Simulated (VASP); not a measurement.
Here is a VASP 6.6.1 calculation.

Contents of INCAR:

```
ALGO = Normal
EDIFF = 1E-6
ENCUT = 500
GGA = PE
GGA_COMPAT = False
ISIF = 2
ISMEAR = -1
LASPH = True
LCHARG = True
LELF = True
LREAL = False
LVHAR = True
LWAVE = False
NBANDS = 33
NELM = 120
PREC = Accurate
SIGMA = 0.05
```

Contents of KPOINTS:

```
k-points
0
Gamma
  5 5 5
```

Contents of POSCAR:

```
Ba3SbP
1.0
    6.1131770000      0.0000000000      0.0000000000
    0.0000000000      6.1131770000      0.0000000000
    0.0000000000      0.0000000000      6.1131770000
Ba Sb P
3 1 1
Direct
    0.5000000000      0.5000000000      0.0000000000
    0.5000000000      0.0000000000      0.5000000000
    0.0000000000      0.5000000000      0.5000000000
    0.0000000000      0.0000000000      0.0000000000
    0.5000000000      0.5000000000      0.5000000000
```

Potentials or basis: VASP PAW PBE potentials, release 64 (Ba_sv, Sb_d_GW, P).

The run is started by

```console
$ cat potpaw_PBE.64/Ba_sv/POTCAR potpaw_PBE.64/Sb_d_GW/POTCAR potpaw_PBE.64/P/POTCAR > POTCAR
$ mpirun -np 1 vasp_std > vasp.out
```

Problem. Estimate the pressure.

Solution. -0.1 GPa.

Problem. Estimate the band gap on the k mesh.

Solution. 0.29 eV.

Caveat: semilocal functionals underestimate gaps, and a narrow one can read as zero; spin-orbit coupling is left out, which moves the levels of the heavy elements; an odd mesh through Γ misses points on the zone boundary, where band edges can lie.
